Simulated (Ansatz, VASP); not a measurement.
# One calculation of Si2N, two programs

```
CELL_PARAMETERS angstrom
6.56748 0.00000 0.00000
0.00000 6.56748 0.00000
0.00000 0.00000 2.58866
ATOMIC_POSITIONS crystal
Si 0.35388 0.35388 0.00000
Si 0.14612 0.85388 0.50000
Si 0.64612 0.64612 0.00000
Si 0.85388 0.14612 0.50000
N 0.00000 0.00000 0.00000
N 0.50000 0.50000 0.50000
```

Alike in both runs: task relaxation of cell and atoms; functional PBE; k mesh 6 × 6 × 14; occupations gaussian, width 0.1 eV; no spin polarisation.

|  | VASP | Ansatz |
| --- | --- | --- |
| version | VASP 6.6.1 | Ansatz 0.2.0 |
| potentials or method | VASP PAW PBE potentials, release 64 (Si, N), cutoff 600 eV | scalar-relativistic, plane waves, PAW |
| valence electrons in the cell | 26 | 26 |

Ansatz gave:

- gap on the k mesh at the Fermi level, each at its own relaxed structure (eV): none
- relaxed volume (Å³/atom): 19.11
- relaxed cell length with the largest relative difference (Å): 6.693

What did VASP give for the same quantities?

gap on the k mesh at the Fermi level, each at its own relaxed structure (eV): none; relaxed volume (Å³/atom): 19.03; relaxed cell length with the largest relative difference (Å): 6.679.

A gap of «none» marks a metal or a gap that the smearing closes.
